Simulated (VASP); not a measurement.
# Sb (P6_3/mmc) in VASP: notebook

Sb is run at these levels: PBE, PBEsol, LDA; tasks: vibrations by perturbation theory.

Everything below comes from runs of VASP 6.6.1. Logs are shortened: lines on timing, memory, paths and dates and some standing lists are left out, and cuts for length are marked.

### Step 1. The cell of the first run

It takes space group P6_3/mmc (No. 194, hexagonal). Conventional cell: a = 3.355 Å, b = 3.355 Å, c = 5.470 Å, α = 90.00°, β = 90.00°, γ = 120.00°. Sb (site symmetry -6m2) has 12 Sb at 3.35 Å within 4.4 Å.

This isn't the form of Sb at room conditions, which is rhombohedral.

### Step 2. Vibrations by perturbation theory, PBE

Contents of INCAR:

```
PREC     = Accurate       # precision mode
ENCUT    = 500            # plane-wave cutoff, eV
EDIFF    = 1E-8           # SCF threshold, eV
ISMEAR   = -1             # smearing method
SIGMA    = 0.05           # smearing width, eV
LREAL    = F              # projectors in reciprocal space
LASPH    = T              # aspherical terms in the spheres
NELM     = 120            # most SCF steps
ALGO     = Normal         # electronic algorithm
ISIF     = 2              # what is computed and relaxed
LWAVE    = F              # write WAVECAR
LCHARG   = F              # write CHGCAR
GGA      = PE             # functional
NBANDS   = 22             # bands
IBRION   = 8              # ionic algorithm
NSW      = 1              # ionic steps
GGA_COMPAT= F
```

Contents of KPOINTS:

```
Automatic mesh
0
Gamma
  7 7 4
```

Contents of POSCAR:

```
Sb
1.0
    3.3545324186      0.0000000000      0.0000000000
   -1.6772662093      2.9051102923      0.0000000000
    0.0000000000      0.0000000000      5.4701606500
Sb
2
Direct
    0.6666666667      0.3333333333      0.7500000000
    0.3333333333      0.6666666667      0.2500000000
```

Potentials or basis: VASP PAW PBE potentials, release 64 (Sb_d_GW).

Run with:

```sh
cat potpaw_PBE.64/Sb_d_GW/POTCAR > POTCAR
mpirun -np 1 vasp_std > vasp.out
```

OUTCAR:

```text
PREC = Accurate
   ENCUT = 500
   EDIFF = 1E-8
   ISMEAR = -1
   LREAL = F
   LASPH = T
   NELM = 120
   ISIF = 2
   GGA = PE
   IBRION = 8
   NSW = 1

 ion  position               nearest neighbor table
   1  0.667  0.333  0.750-   2 3.35   2 3.35   2 3.35   2 3.35   2 3.35   2 3.35
   2  0.333  0.667  0.250-   1 3.35   1 3.35   1 3.35   1 3.35   1 3.35   1 3.35

  LATTYP: Found a hexagonal cell.
 ALAT       =     3.3545324186
 C/A-ratio  =     1.6306775334

  Lattice vectors:

 A1 = (   3.3545324186,   0.0000000000,   0.0000000000)
 A2 = (  -1.6772662093,   2.9051102923,   0.0000000000)
 A3 = (   0.0000000000,   0.0000000000,   5.4701606500)

Analysis of symmetry for initial positions (statically):
=====================================================================
 Subroutine PRICEL returns:
 Original cell was already a primitive cell.

 Routine SETGRP: Setting up the symmetry group for a
 hexagonal supercell.

 Subroutine GETGRP returns: Found 24 space group operations
 (whereof 12 operations were pure point group operations)
 out of a pool of 24 trial point group operations.

The static configuration has the point symmetry D_3d.
 The point group associated with its full space group is D_6h.

Analysis of symmetry for dynamics (positions and initial velocities):
=====================================================================
 Subroutine PRICEL returns:
 Original cell was already a primitive cell.

 Routine SETGRP: Setting up the symmetry group for a
 hexagonal supercell.

 Subroutine GETGRP returns: Found 24 space group operations
 (whereof 12 operations were pure point group operations)
 out of a pool of 24 trial point group operations.

The dynamic configuration has the point symmetry D_3d.
 The point group associated with its full space group is D_6h.

 Subroutine INISYM returns: Found 24 space group operations
 (whereof 12 operations are pure point group operations),
 and found     1 'primitive' translations

----------------------------------------------------------------------------------------

                                     Primitive cell

  volume of cell :      53.3083

  direct lattice vectors                    reciprocal lattice vectors
     3.354532419  0.000000000  0.000000000     0.298104139  0.172110505  0.000000000
    -1.677266209  2.905110292  0.000000000     0.000000000  0.344221010  0.000000000
     0.000000000  0.000000000  5.470160650     0.000000000  0.000000000  0.182809987

  length of vectors
     3.354532419  3.354532419  5.470160650     0.344221010  0.344221010  0.182809987

  position of ions in fractional coordinates (direct lattice)
     0.666666667  0.333333333  0.750000000
     0.333333333  0.666666667  0.250000000

  ion indices of the primitive-cell ions
   primitive index   ion index
                 1           1
                 2           2

----------------------------------------------------------------------------------------

 KPOINTS: Automatic mesh

Automatic generation of k-mesh.
 Grid dimensions read from file:
 generate k-points for:    7    7    4

 Generating k-lattice:

  Cartesian coordinates                     Fractional coordinates (reciprocal lattice)
     0.042586306  0.024587215  0.000000000     0.142857143  0.000000000  0.000000000
     0.000000000  0.049174430  0.000000000     0.000000000  0.142857143  0.000000000
     0.000000000  0.000000000  0.045702497     0.000000000  0.000000000  0.250000000

  Length of vectors
     0.049174430  0.049174430  0.045702497

[... 73 lines left out ...]
  volume/ion in A,a.u.               =      26.65       179.87
  Fermi-wavevector in a.u.,A,eV,Ry     =   1.351607  2.554166 24.855678  1.826841
  Thomas-Fermi vector in A             =   2.479015
   LORBIT       =      0    0 simple, 1 ext, 2 COOP (PROOUT), +10 PAW based schemes
   GGA     = PE    functional components
   LHFCALC =     F    Hartree Fock is set to
   AEXX    =    0.0000 exact exchange contribution
   IVDW    =     0    specifies the selected vdW correction
   LEPSILON=     F    determine dielectric tensor
   LRPA    =     F    only Hartree local field effects (RPA)
 non-spin polarized calculation
  energy-cutoff  :      500.00
  volume of cell :       53.31
 maximum number of plane-waves:      1376
   NGX = 13   NGY = 13   NGZ = 19

--------------------------------------- Ionic step        1  -------------------------------------------

 number of electron      30.0000004 magnetization

 Free energy of the ion-electron system (eV)
  ---------------------------------------------------
  ext. energy  EPLUGINS =         0.00000000
  ---------------------------------------------------
  free energy    TOTEN  =        -7.73902731 eV

  energy without entropy =       -7.72625274  energy(sigma->0) =       -7.73264002

 E-fermi :   6.3492     XC(G=0): -10.6908

 val. band max:        6.2962939113   @ k =   0.1429   0.1429   0.0000
 cond. band min:       6.3676669990   @ k =   0.2857   0.1429   0.0000
 fundamental gap:      0.0713730877
 Fermi energy:         6.3492098997

 k-point     1 :       0.0000    0.0000    0.0000
  band No.  band energies     occupation
      1     -22.8572      2.00000
      2     -22.8479      2.00000
      3     -22.8332      2.00000
      4     -22.8332      2.00000
      5     -22.8288      2.00000
      6     -22.8288      2.00000
[... 589 lines left out ...]
     21      15.1706      0.00000
     22      15.1706      0.00000

------------------------ aborting loop because EDIFF is reached ----------------------------------------

  FORCE on cell =-STRESS in cart. coord.  units (eV):
  Direction    XX          YY          ZZ          XY          YZ          ZX
  --------------------------------------------------------------------------------------
  -------------------------------------------------------------------------------------
  Total        0.7135615      0.7135615      0.3256695      0.0000000      0.0000000      0.0000000
  in kB       21.4460490     21.4460490      9.7879765      0.0000000      0.0000000      0.0000000
  external PRESSURE =      17.5600248 kB  Pullay stress =       0.0000000 kB

 VOLUME and BASIS-vectors are now :
 -----------------------------------------------------------------------------
  energy-cutoff  :      500.00
  volume of cell :       53.31
      direct lattice vectors                 reciprocal lattice vectors
     3.354532419  0.000000000  0.000000000     0.298104139  0.172110505  0.000000000
    -1.677266209  2.905110292  0.000000000     0.000000000  0.344221010  0.000000000
     0.000000000  0.000000000  5.470160650     0.000000000  0.000000000  0.182809987

 POSITION                                       TOTAL-FORCE (eV/Angst)
 -----------------------------------------------------------------------------------
      1.67727      0.96837      4.10262        -0.000000     -0.000000      0.000000
     -0.00000      1.93674      1.36754         0.000000      0.000000      0.000000
 -----------------------------------------------------------------------------------
    total drift:                                0.000000     -0.000000      0.000000

  FREE ENERGIE OF THE ION-ELECTRON SYSTEM (eV)
  ---------------------------------------------------
  free  energy   TOTEN  =        -7.7390273057 eV

  energy  without entropy=       -7.7262527440  energy(sigma->0) =       -7.73264002

[... ionic steps 2 to 3 ...]

--------------------------------------- Ionic step        4  -------------------------------------------

------------------------ aborting loop because EDIFF is reached ----------------------------------------

[... ionic steps 5 to 5 ...]

--------------------------------------- Ionic step        6  -------------------------------------------

 Free energy of the ion-electron system (eV)
  ---------------------------------------------------
  ---------------------------------------------------
  free energy    TOTEN  =        -0.44830926 eV

  energy without entropy =       -0.44830926

------------------------ aborting loop because EDIFF is reached ----------------------------------------

 INTERNAL STRAIN TENSOR  FOR ION    1  DIRECTION 3   (eV/Angst):
 -----------------------------------------------------------------------------
    -0.00375 -0.00000 -0.00000
    -0.00000 -0.00375  0.00000
    -0.00000 -0.00000  0.00560

 INTERNAL STRAIN TENSOR FOR ION    2 for displacements in x,y,z  (eV/Angst):
          X           Y           Z          XY          YZ          ZX
  --------------------------------------------------------------------------------
  x    -0.00000     0.00000     0.00000    -0.56507     0.00000     0.00000
  y    -0.56507     0.56507     0.00000    -0.00000     0.00000     0.00000
  z     0.00000     0.00000     0.00000     0.00000     0.00000     0.00000

 SECOND DERIVATIVES (NOT SYMMETRIZED)
 ------------------------------------
               1X          1Y          1Z          2X          2Y          2Z
  1X     1.485620    0.000000    0.000000   -1.485620   -0.000000    0.000000
  1Y    -0.000000    1.485620    0.000000    0.000000   -1.485620    0.000000
  1Z     0.000000    0.000000   -1.771364    0.000000    0.000000    1.771364
  2X    -1.485620   -0.000000    0.000000    1.485620    0.000000    0.000000
  2Y     0.000000   -1.485620    0.000000   -0.000000    1.485620    0.000000
  2Z     0.000000    0.000000    1.771364    0.000000    0.000000   -1.771364

 Eigenvectors and eigenvalues of the dynamical matrix
 ----------------------------------------------------

   1 f  =    2.666767 THz    16.755793 2PiTHz   88.953783 cm-1    11.028859 meV
             X         Y         Z           dx          dy          dz
      1.677266  0.968370  4.102620     0.000000    0.000000   -0.707107
     -0.000000  1.936740  1.367540     0.000000    0.000000    0.707107
[... 21 lines left out ...]
   6 f/i=    2.442222 THz    15.344931 2PiTHz   81.463746 cm-1    10.100213 meV
             X         Y         Z           dx          dy          dz
      1.677266  0.968370  4.102620     0.707107    0.000001    0.000000
     -0.000000  1.936740  1.367540    -0.707107   -0.000001   -0.000000

--------------------------------------------------------------------------------------------------------

 ELASTIC MODULI CONTR FROM IONIC RELAXATION (kBar)
 Direction    XX          YY          ZZ          XY          YZ          ZX
 --------------------------------------------------------------------------------
 XX          -0.0000      0.0000      0.0000      0.0000      0.0000      0.0000
 YY           0.0000      0.0000      0.0000      0.0000      0.0000      0.0000
 ZZ           0.0000      0.0000      0.0000      0.0000      0.0000      0.0000
 XY           0.0000      0.0000      0.0000      0.0000      0.0000      0.0000
 YZ           0.0000      0.0000      0.0000      0.0000      0.0000      0.0000
 ZX           0.0000      0.0000      0.0000      0.0000      0.0000      0.0000
 --------------------------------------------------------------------------------
```

It took 2.9 min on 1 thread of Intel Xeon 6975P-C (Granite Rapids), shared host; peak memory 0.31 GiB.

Results:

* Highest phonon frequency at Γ: 89 cm⁻¹
* Most unstable mode: 81i cm⁻¹

Phonon frequencies in cm⁻¹ (negative: imaginary):
| q point | frequencies |
| --- | --- |
| (0.000, 0.000, 0.000) | -81 -81 0 0 0 89 |

Caveat: the cell stands under pressure or tension, which shifts response properties; some modes are imaginary; spin-orbit coupling is left out, which moves the levels of the heavy elements.

(Continued in part 2 of 2.)
